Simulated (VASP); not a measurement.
# K2HfSe3 (P6/mmm) in VASP: further runs

K2HfSe3 is run at these levels: PBE; tasks: single point, relaxation of cell and atoms.

Program: VASP 6.6.1. These are calculated values, not measurements. Logs are shortened: lines on timing, memory, paths and dates and some standing lists are left out, and cuts for length are marked.

**1. The cell of the first run**

The structure is hexagonal, space group P6/mmm (No. 191). The conventional cell has a = 6.301 Å, b = 6.301 Å, c = 5.123 Å, α = 90.00°, β = 90.00°, γ = 120.00°. K (site symmetry -6m2) has 6 Se at 3.14 Å and 3 K at 3.64 Å and 3 Hf at 3.64 Å within 4.1 Å. Hf (site symmetry 6/mmm) has 6 K at 3.64 Å and 12 Se at 4.06 Å within 4.8 Å. Within 4.1 Å of Se (site symmetry mmm) lie 4 K at 3.14 Å and 4 Se at 3.15 Å and 4 Hf at 4.06 Å.

The cell was generated, and may not be a known phase.

**2. Single point, PBE**

Contents of INCAR:

```
SYSTEM = K2HfSe3
PREC = Accurate
ENCUT = 520
EDIFF = 1E-6
ISMEAR = 0
SIGMA = 0.1
LREAL = .FALSE.
LASPH = .TRUE.
NELM = 60
ALGO = Normal
ISIF = 2
LWAVE = .FALSE.
LCHARG = .FALSE.
GGA = PE
NBANDS = 32
```

Contents of KPOINTS:

```
regular mesh
0
G
  6 6 10
  0 0 0
```

Contents of POSCAR:

```
K2HfSe3
1.0
    6.3009145516      0.0000000026      0.0000000000
   -3.1504572781      5.4567520675      0.0000000000
    0.0000000000      0.0000000000      5.1233859373
K Hf Se
2 1 3
Direct
    0.3333333333      0.6666666667      0.5000000000
    0.6666666667      0.3333333333      0.5000000000
    0.0000000000      0.0000000000      0.5000000000
    0.0000000000      0.5000000000      0.0000000000
    0.5000000000      0.0000000000      0.0000000000
    0.5000000000      0.5000000000      0.0000000000
```

Potentials or basis: VASP PAW PBE potentials, release 64 (K_sv, Hf_pv, Se).

On the command line:

```sh
$ cat potpaw_PBE.64/K_sv/POTCAR potpaw_PBE.64/Hf_pv/POTCAR potpaw_PBE.64/Se/POTCAR > POTCAR
$ mpirun -np 1 vasp_std > vasp.out
```

OUTCAR:

```text
SYSTEM = K2HfSe3
   PREC = Accurate
   ENCUT = 520
   EDIFF = 1E-6
   ISMEAR = 0
   LREAL = .FALSE.
   LASPH = .TRUE.
   NELM = 60
   ISIF = 2
   GGA = PE

 ion  position               nearest neighbor table
   1  0.333  0.667  0.500-   4 3.14   4 3.14   5 3.14   5 3.14   6 3.14   6 3.14   2 3.64   3 3.64
                             2 3.64   3 3.64   3 3.64   2 3.64
   2  0.667  0.333  0.500-   4 3.14   4 3.14   5 3.14   5 3.14   6 3.14   6 3.14   1 3.64   3 3.64
                             1 3.64   3 3.64   3 3.64   1 3.64
   3  0.000  0.000  0.500-   1 3.64   2 3.64   2 3.64   1 3.64   2 3.64   1 3.64
   4  0.000  0.500  0.000-   1 3.14   2 3.14   1 3.14   2 3.14
   5  0.500  0.000  0.000-   1 3.14   2 3.14   1 3.14   2 3.14
   6  0.500  0.500  0.000-   1 3.14   2 3.14   1 3.14   2 3.14

  LATTYP: Found a hexagonal cell.
 ALAT       =     6.3009145516
 C/A-ratio  =     0.8131178253

  Lattice vectors:

 A1 = (   6.3009145516,   0.0000000026,   0.0000000000)
 A2 = (  -3.1504572781,   5.4567520675,   0.0000000000)
 A3 = (   0.0000000000,   0.0000000000,   5.1233859373)

Analysis of symmetry for initial positions (statically):
=====================================================================
 Subroutine PRICEL returns:
 Original cell was already a primitive cell.

 Routine SETGRP: Setting up the symmetry group for a
 hexagonal supercell.

 Subroutine GETGRP returns: Found 24 space group operations
 (whereof 24 operations were pure point group operations)
 out of a pool of 24 trial point group operations.

The static configuration has the point symmetry D_6h.

Analysis of symmetry for dynamics (positions and initial velocities):
=====================================================================
 Subroutine PRICEL returns:
 Original cell was already a primitive cell.

 Routine SETGRP: Setting up the symmetry group for a
 hexagonal supercell.

 Subroutine GETGRP returns: Found 24 space group operations
 (whereof 24 operations were pure point group operations)
 out of a pool of 24 trial point group operations.

The dynamic configuration has the point symmetry D_6h.

 Subroutine INISYM returns: Found 24 space group operations
 (whereof 24 operations are pure point group operations),
 and found     1 'primitive' translations

----------------------------------------------------------------------------------------

                                     Primitive cell

  volume of cell :     176.1550

  direct lattice vectors                    reciprocal lattice vectors
     6.300914552  0.000000003  0.000000000     0.158707120  0.091629598  0.000000000
    -3.150457278  5.456752068  0.000000000    -0.000000000  0.183259197  0.000000000
     0.000000000  0.000000000  5.123385937     0.000000000  0.000000000  0.195183422

  length of vectors
     6.300914552  6.300914552  5.123385937     0.183259197  0.183259197  0.195183422

  position of ions in fractional coordinates (direct lattice)
     0.333333333  0.666666667  0.500000000
     0.666666667  0.333333333  0.500000000
     0.000000000  0.000000000  0.500000000
     0.000000000  0.500000000  0.000000000
     0.500000000  0.000000000  0.000000000
     0.500000000  0.500000000  0.000000000

  ion indices of the primitive-cell ions
   primitive index   ion index
                 1           1
                 2           2
                 3           3
                 4           4
                 5           5
                 6           6

----------------------------------------------------------------------------------------

 KPOINTS: regular mesh

Automatic generation of k-mesh.
 Grid dimensions read from file:
 generate k-points for:    6    6   10

 Generating k-lattice:

  Cartesian coordinates                     Fractional coordinates (reciprocal lattice)
     0.026451187  0.015271600  0.000000000     0.166666667  0.000000000  0.000000000
    -0.000000000  0.030543199  0.000000000     0.000000000  0.166666667  0.000000000
     0.000000000  0.000000000  0.019518342     0.000000000  0.000000000  0.100000000

  Length of vectors
     0.030543199  0.030543199  0.019518342

  Shift w.r.t. Gamma in fractional coordinates (k-lattice)
     0.000000000  0.000000000  0.000000000

 Subroutine IBZKPT returns following result:
 ===========================================

 Found     42 irreducible k-points:

 Following reciprocal coordinates:
            Coordinates               Weight
  0.000000  0.000000  0.000000      1.000000
  0.166667 -0.000000  0.000000      6.000000
  0.333333 -0.000000  0.000000      6.000000
  0.500000 -0.000000  0.000000      3.000000
  0.166667  0.166667  0.000000      6.000000
  0.333333  0.166667  0.000000     12.000000
[... 16 lines left out ...]
  0.166667 -0.000000  0.300000     12.000000
  0.333333 -0.000000  0.300000     12.000000
 [... further k-points ...]
   k-points           NKPTS =     42   k-points in BZ     NKDIM =     42   number of bands    NBANDS=     32
   number of dos      NEDOS =    301   number of ions     NIONS =      6
   total plane-waves  NPLWV =  92160
   dimension x,y,z NGX =    48 NGY =   48 NGZ =   40
   dimension x,y,z NGXF=    96 NGYF=   96 NGZF=   80
   ions per type =               2   1   3
   NGX,Y,Z   is equivalent  to a cutoff of  12.66, 12.66, 12.98 a.u.
   NGXF,Y,Z  is equivalent  to a cutoff of  25.33, 25.33, 25.96 a.u.
 SYSTEM =  K2HfSe3
   PREC   = accura    normal or accurate (medium, high low for compatibility)
   ISTART =      0    job   : 0-new  1-cont  2-samecut
   ICHARG =      2    charge: 1-file 2-atom 10-const
   ISPIN  =      1    spin polarized calculation?
   LNONCOLLINEAR =      F non collinear calculations
   LSORBIT =      F    spin-orbit coupling
   LASPH  =      T    aspherical Exc in radial PAW
   ENCUT  =  520.0 eV  38.22 Ry    6.18 a.u.  11.72 11.72  9.53*2*pi/ulx,y,z
   NELM   =     60;   NELMIN=  2; NELMDL= -5     # of ELM steps
   EDIFF  = 0.1E-05   stopping-criterion for ELM
   LREAL  =      F    real-space projection
[... 7 lines left out ...]
   TEBEG  =    0.0;   TEEND  =   0.0 temperature during run
   PSTRESS=    0.0 pullay stress
   NELECT =      46.0000    total number of electrons
   NUPDOWN=      -1.0000    fix difference up-down
   EMIN   =  10.00;   EMAX   =-10.00  energy-range for DOS
   EFERMI =   0.00;   METHOD = LEGACY
   ISMEAR =     0;   SIGMA  =   0.10  broadening in eV -4-tet -1-fermi 0-gaus
   EFERMI_NEDOS =   21; number of points for ismear=-14 and -15
   IALGO  =     38    algorithm
   IMIX   =      4    mixing-type and parameters
     AMIX     =   0.40;   BMIX     =  1.00
     AMIX_MAG =   1.60;   BMIX_MAG =  1.00
  volume/ion in A,a.u.               =      29.36       198.13
  Fermi-wavevector in a.u.,A,eV,Ry     =   1.046395  1.977401 14.897608  1.094943
  Thomas-Fermi vector in A             =   2.181232
   LORBIT       =      0    0 simple, 1 ext, 2 COOP (PROOUT), +10 PAW based schemes
   GGA     = PE    functional components
   LHFCALC =     F    Hartree Fock is set to
   AEXX    =    0.0000 exact exchange contribution
   IVDW    =     0    specifies the selected vdW correction
   LEPSILON=     F    determine dielectric tensor
   LRPA    =     F    only Hartree local field effects (RPA)
 non-spin polarized calculation
 Gauss-broadening in eV      SIGMA  =   0.10
  energy-cutoff  :      520.00
  volume of cell :      176.15
 maximum number of plane-waves:      4782
 NGX is ok and might be reduce to    48
   NGX = 23   NGY = 23   NGZ = 19

 number of electron      46.0000003 magnetization

 Free energy of the ion-electron system (eV)
  ---------------------------------------------------
  ext. energy  EPLUGINS =         0.00000000
  ---------------------------------------------------
  free energy    TOTEN  =       -19.79947297 eV

  energy without entropy =      -19.75417780  energy(sigma->0) =      -19.77682539

 E-fermi :   2.3423     XC(G=0):  -8.8675

 val. band max:        2.3331617657   @ k =   0.3333   0.1667   0.2000
 cond. band min:       2.3436022250   @ k =   0.3333   0.3333   0.3000
 fundamental gap:      0.0104404593
 Fermi energy:         2.3423321605

 k-point     1 :       0.0000    0.0000    0.0000
  band No.  band energies     occupation
      1     -30.9339      2.00000
      2     -30.7764      2.00000
      3     -30.7764      2.00000
      4     -27.6005      2.00000
      5     -27.5441      2.00000
      6     -11.4856      2.00000
[... 24 lines left out ...]
     31       5.8328      0.00000
     32       7.4525      0.00000

 k-point     2 :       0.1667   -0.0000    0.0000
  band No.  band energies     occupation
      1     -30.9339      2.00000
      2     -30.7765      2.00000
      3     -30.7764      2.00000
      4     -27.5970      2.00000
      5     -27.5475      2.00000
      6     -11.4930      2.00000
[... 24 lines left out ...]
     31       5.8533      0.00000
     32       7.1095      0.00000

 k-point     3 :       0.3333   -0.0000    0.0000
  band No.  band energies     occupation
      1     -30.9339      2.00000
      2     -30.7767      2.00000
      3     -30.7764      2.00000
      4     -27.5882      2.00000
      5     -27.5561      2.00000
      6     -11.5070      2.00000
[... 24 lines left out ...]
     31       5.8888      0.00000
     32       6.4361      0.00000

 k-point     4 :       0.5000   -0.0000    0.0000
  band No.  band energies     occupation
      1     -30.9339      2.00000
      2     -30.7768      2.00000
      3     -30.7764      2.00000
      4     -27.5811      2.00000
      5     -27.5630      2.00000
      6     -11.5137      2.00000
[... 654 lines left out ...]
     31       4.8941      0.00000
     32       5.1407      0.00000

 k-point    23 :       0.1667   -0.0000    0.3000
  band No.  band energies     occupation
      1     -30.9344      2.00000
      2     -30.7765      2.00000
      3     -30.7764      2.00000
      4     -27.5959      2.00000
      5     -27.5467      2.00000
      6     -11.8812      2.00000
[... 24 lines left out ...]
     31       4.9940      0.00000
     32       5.6448      0.00000

 k-point    24 :       0.3333   -0.0000    0.3000
  band No.  band energies     occupation
      1     -30.9344      2.00000
      2     -30.7766      2.00000
      3     -30.7764      2.00000
      4     -27.5871      2.00000
      5     -27.5553      2.00000
      6     -11.7542      2.00000
[... 24 lines left out ...]
     31       5.2302      0.00000
     32       5.9735      0.00000

 [... further k-points ...]
[... 5 lines left out ...]
  --------------------------------------------------------------------------------------
  -------------------------------------------------------------------------------------
  Total        0.0094059      0.0094059      0.2005822     -0.0000000     -0.0000000      0.0000000
  in kB        0.0855494      0.0855494      1.8243499     -0.0000000     -0.0000000      0.0000000
  external PRESSURE =       0.6651495 kB  Pullay stress =       0.0000000 kB

 VOLUME and BASIS-vectors are now :
 -----------------------------------------------------------------------------
  energy-cutoff  :      520.00
  volume of cell :      176.15
      direct lattice vectors                 reciprocal lattice vectors
     6.300914552  0.000000003  0.000000000     0.158707120  0.091629598  0.000000000
    -3.150457278  5.456752068  0.000000000    -0.000000000  0.183259197  0.000000000
     0.000000000  0.000000000  5.123385937     0.000000000  0.000000000  0.195183422

 POSITION                                       TOTAL-FORCE (eV/Angst)
 -----------------------------------------------------------------------------------
     -0.00000      3.63783      2.56169         0.000000      0.000000     -0.000000
      3.15046      1.81892      2.56169        -0.000000     -0.000000      0.000000
      0.00000      0.00000      2.56169         0.000000      0.000000      0.000000
     -1.57523      2.72838      0.00000         0.000000      0.000000      0.000000
      3.15046      0.00000      0.00000         0.000000      0.000000      0.000000
      1.57523      2.72838      0.00000         0.000000      0.000000      0.000000
 -----------------------------------------------------------------------------------
    total drift:                               -0.000000      0.000000      0.000000

  FREE ENERGIE OF THE ION-ELECTRON SYSTEM (eV)
  ---------------------------------------------------
  free  energy   TOTEN  =       -19.7994729674 eV

  energy  without entropy=      -19.7541778041  energy(sigma->0) =      -19.77682539
```

Wall time 1.9 min (1 thread of Intel Xeon 6975P-C (Granite Rapids), shared host); peak memory 0.44 GiB.

What came out:

| Property | Result |
| --- | --- |
| Free energy | -19.7995 eV |
| Pressure | 0.1 GPa |
| Band gap on the k mesh | zero (bands 23 and 24 overlap by 0.69 eV) |

Caveat: spin-orbit coupling is left out, which moves the levels of the heavy elements.

**3. Relaxation of cell and atoms, PBE**

This run uses another cell than the first one, of 28.59 Å³/atom.

Contents of INCAR:

```
ALGO = Normal ; EDIFF = 1E-7
EDIFFG = -0.01 ; ENCUT = 600
GGA = PE ; IBRION = 2
ISIF = 3 ; ISMEAR = 0
LASPH = T ; LCHARG = F
LREAL = F ; LWAVE = F
NELM = 60 ; NSW = 100
PREC = Accurate ; SIGMA = 0.1
```

Contents of KPOINTS:

```
k-points
0
Gamma
  6 6 10
```

Contents of POSCAR:

```
K2HfSe3
1.0
    6.9591091300      0.0000000000      0.0000000000
   -3.4795545700      6.0267653000      0.0000000000
    0.0000000000      0.0000000000      4.0906366500
K Hf Se
2 1 3
Direct
    0.3333333300      0.6666666700      0.5000000000
    0.6666666700      0.3333333300      0.5000000000
    0.0000000000      0.0000000000      0.5000000000
    0.0000000000      0.5000000000      0.0000000000
    0.5000000000      0.0000000000      0.0000000000
    0.5000000000      0.5000000000      0.0000000000
```

Potentials or basis: VASP PAW PBE potentials, release 64 (K_sv, Hf_pv, Se).

On the command line:

```sh
$ cat potpaw_PBE.64/K_sv/POTCAR potpaw_PBE.64/Hf_pv/POTCAR potpaw_PBE.64/Se/POTCAR > POTCAR
$ mpirun -np 1 vasp_std > vasp.out
```

It took 25 min on 1 thread of Intel Xeon 6975P-C (Granite Rapids), shared host; peak memory 0.52 GiB.

Results (log left out):

```
Free energy                           : -19.7979 eV
Relaxed volume                        : 29.42 Å³/atom
Relaxed cell                          : a = 6.297 Å, b = 6.297 Å, c = 5.140 Å, α = 90.00°, β = 90.00°, γ = 120.00°
Space group after relaxing (to 0.1 Å) : P6/mmm (No. 191)
Energy gained by relaxing             : 217.0 meV/atom
Ionic steps                           : 12
Pressure after relaxing               : 0.0 GPa
Band gap on the k mesh                : zero (bands 23 and 24 overlap by 0.69 eV)
```

The path:
```
step  energy change (eV)  largest force (eV/Å)  pressure (GPa)  volume (Å³)
   1              0.0000                0.0000            3.96       171.57
   2             -0.5458                0.0000            0.28       189.42
   3             -0.6629                0.0000           -1.21       201.24
   4             -0.6722                0.0000           -1.68       206.04
   5             -0.9486                0.0000           -1.75       200.06
   6             -1.2073                0.0000           -0.62       179.23
   7             -1.2444                0.0000           -1.44       187.87
   8             -1.2577                0.0000           -1.31       185.88
   9             -1.2994                0.0000            0.31       174.55
  10             -1.3020                0.0000            0.01       176.37
  11             -1.3020                0.0000            0.04       176.18
  12             -1.3020                0.0000            0.00       176.49
```

Final structure:
```
CELL_PARAMETERS angstrom
6.29661 0.00000 0.00000
-3.14830 5.45302 0.00000
0.00000 0.00000 5.14018
ATOMIC_POSITIONS crystal
K 0.33333 0.66667 0.50000
K 0.66667 0.33333 0.50000
Hf 0.00000 0.00000 0.50000
Se 0.00000 0.50000 0.00000
Se 0.50000 0.00000 0.00000
Se 0.50000 0.50000 0.00000
```

Levels at points of the mesh, in eV from the Fermi level:
| k point | band 20 | band 21 | band 22 | band 23 | band 24 | band 25 | band 26 | band 27 |
| --- | --- | --- | --- | --- | --- | --- | --- | --- |
| (0.00, 0.00, 0.00) | -1.75 | -1.75 | -0.35 | 0.16 | 0.16 | 0.17 | 0.17 | 0.69 |
| (0.50, 0.00, 0.00) | -1.94 | -1.90 | -1.68 | -0.65 | -0.09 | 0.35 | 0.38 | 0.53 |
| (0.00, 0.00, 0.50) | -1.73 | -0.43 | 0.49 | 0.60 | 0.60 | 0.61 | 0.61 | 0.73 |
| (0.50, 0.00, 0.50) | -1.83 | -1.62 | -1.57 | -1.28 | 0.06 | 0.18 | 0.39 | 0.55 |

Caveat: a cell axis changed by over 15 % at a fixed basis, so the end point is rough; spin-orbit coupling is left out, which moves the levels of the heavy elements.
